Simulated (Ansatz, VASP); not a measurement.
# Two plane-wave programs on Mg2H2O3

```
Mg H O
1.0
     3.06589    0.00000    0.00000
    -1.53295    2.65514    0.00000
     0.00000    0.00000    7.28490
Mg H O
2 2 3
Direct
  0.66667 0.33333 0.83334
  0.33333 0.66667 0.16666
  0.33333 0.66667 0.55596
  0.66667 0.33333 0.44404
  0.33333 0.66667 0.68913
  0.66667 0.33333 0.31087
  0.00000 0.00000 0.00000
```

Alike in both runs: functional PBEsol; k mesh 6 × 6 × 4; occupations gaussian, width 0.1 eV; no spin polarisation.

Ansatz relaxed the structure, and its values are those at the end. VASP's run is a single point on that final structure, the one shown.

|  | VASP | Ansatz |
| --- | --- | --- |
| version | VASP 6.6.1 | Ansatz 0.2.0 |
| potentials or method | VASP PAW PBE potentials, release 64 (Mg, H, O), cutoff 520 eV | scalar-relativistic, plane waves, PAW |
| valence electrons in the cell | 24 | 40 |

```csv
,VASP,Ansatz,Ansatz less VASP
gap on the k mesh at the Fermi level (eV),3.85,3.88,+0.025
least direct gap on the mesh (eV),3.85,3.88,+0.025
pressure (GPa),-0.3,0.0,+0.29
rms of the force components (eV/Å),0.069,0.008,-0.0614
```

VASP's potentials were made for PBE, not for PBEsol. VASP's potentials hold 24 valence electrons a cell and Ansatz's 40, so a difference there can come from the potentials and not from the codes.
